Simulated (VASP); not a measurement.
YPdF2:

```
Y Pd F
1.0
     3.30062    0.00000    0.00000
    -1.65031    2.85842    0.00000
     0.00000    0.00000    5.36180
Y Pd F
1 1 2
Direct
  0.00000 0.00000 0.50000
  0.00000 0.00000 0.00000
  0.33333 0.66667 0.82154
  0.66667 0.33333 0.17846
```

| Quantity | Value |
| --- | --- |
| Program | VASP 6.6.1 |
| Task | relaxation of cell and atoms |
| Functional | PBE |
| Potentials or basis | VASP PAW PBE potentials, release 64 (Y_sv, Pd, F) |
| Cutoff | 600 eV |
| k mesh | 6 × 6 × 4 |
| Occupations | gaussian, width 0.1 eV |
| Spin | no spin polarisation |

At the start: pressure 41.3 GPa; volume 12.65 Å³/atom.

Task: How do energy, volume and symmetry change on relaxing?

Result: Over 38 steps the energy falls by 1566.6 meV/atom and the volume is 18.19 Å³/atom (+43.8 %); space group P-3m1 (No. 164, to 0.1 Å) before and after.

The path:
| step | energy change (eV) | largest force (eV/Å) | pressure (GPa) | volume (Å³) |
| --- | --- | --- | --- | --- |
| 1 | 0.0000 | 3.1136 | 41.32 | 50.59 |
| 2 | -2.0423 | 1.4283 | -9.65 | 78.33 |
| 3 | -2.2306 | 1.6326 | -2.90 | 69.32 |
| 4 | -2.2323 | 1.6130 | -3.50 | 69.93 |
| 5 | -2.6821 | 1.6173 | -2.24 | 68.49 |
| 6 | -3.2867 | 2.1441 | 10.53 | 63.26 |
| 7 | -3.3227 | 2.2678 | 5.06 | 64.95 |
| 8 | -3.3466 | 2.2356 | 7.69 | 64.07 |
| 9 | -3.5411 | 2.1777 | 7.17 | 64.65 |
| 10 | -3.9459 | 1.7509 | 5.82 | 66.36 |
| 11 | -3.9273 | 0.7473 | 3.94 | 69.71 |
| 12 | -4.0665 | 1.3132 | 4.72 | 67.99 |
| 13 | -4.5262 | 1.1067 | 1.72 | 69.53 |
| 14 | -5.4286 | 0.4888 | -4.03 | 74.17 |
| 15 | -5.7489 | 0.0649 | -8.19 | 83.54 |
| 16 | -5.7720 | 0.0806 | -7.73 | 82.14 |
| 17 | -6.0147 | 0.2005 | -2.77 | 77.73 |
| 18 | -6.0469 | 0.2658 | -0.07 | 75.77 |
| 19 | -6.0471 | 0.2724 | 0.20 | 75.58 |
| 20 | -6.0514 | 0.2810 | 0.09 | 75.72 |
| 21 | -6.0633 | 0.3042 | -0.22 | 76.15 |
| 22 | -6.0820 | 0.3412 | -0.87 | 76.99 |
| 23 | -6.0999 | 0.3587 | -2.21 | 78.64 |
| 24 | -6.1028 | 0.3600 | -2.19 | 78.61 |
| 25 | -6.1114 | 0.3623 | -2.13 | 78.50 |
| 26 | -6.1279 | 0.3586 | -2.03 | 78.28 |
| 27 | -6.1558 | 0.3187 | -1.92 | 77.83 |
| 28 | -6.1756 | 0.0973 | -2.00 | 76.92 |
| 29 | -6.2088 | 0.0721 | -1.31 | 75.64 |
| 30 | -6.2510 | 0.0036 | 0.53 | 72.72 |
| 31 | -6.2531 | 0.0192 | 1.13 | 71.88 |
| 32 | -6.2619 | 0.1014 | -0.03 | 72.53 |
| 33 | -6.2622 | 0.1170 | -0.26 | 72.65 |
| 34 | -6.2635 | 0.0983 | -0.07 | 72.49 |
| 35 | -6.2644 | 0.0648 | 0.28 | 72.19 |
| 36 | -6.2653 | 0.0554 | 0.09 | 72.41 |
| 37 | -6.2658 | 0.0405 | -0.22 | 72.78 |
| 38 | -6.2664 | 0.0103 | -0.03 | 72.74 |

Final structure:
```cif
data_structure
_symmetry_space_group_name_H-M 'P 1'
_symmetry_Int_Tables_number 1
_cell_length_a 3.8359
_cell_length_b 3.8359
_cell_length_c 5.7083
_cell_angle_alpha 90.000
_cell_angle_beta 90.000
_cell_angle_gamma 120.000
_cell_volume 72.74
loop_
_atom_site_label
_atom_site_type_symbol
_atom_site_fract_x
_atom_site_fract_y
_atom_site_fract_z
_atom_site_occupancy
Y1 Y 0.00000 0.00000 0.50000 1
Pd1 Pd 0.00000 0.00000 0.00000 1
F1 F 0.33333 0.66667 0.59495 1
F2 F 0.66667 0.33333 0.40505 1
```

Caveat: the k points lie up to 0.32 Å⁻¹ apart in the final cell, too coarse for converged energies and pressures of a metal; the volume moved by over 15 % at a fixed basis, so the end points are rough; an odd number of electrons without spin polarisation forces a metal; a magnetic or distorted state may lie lower.
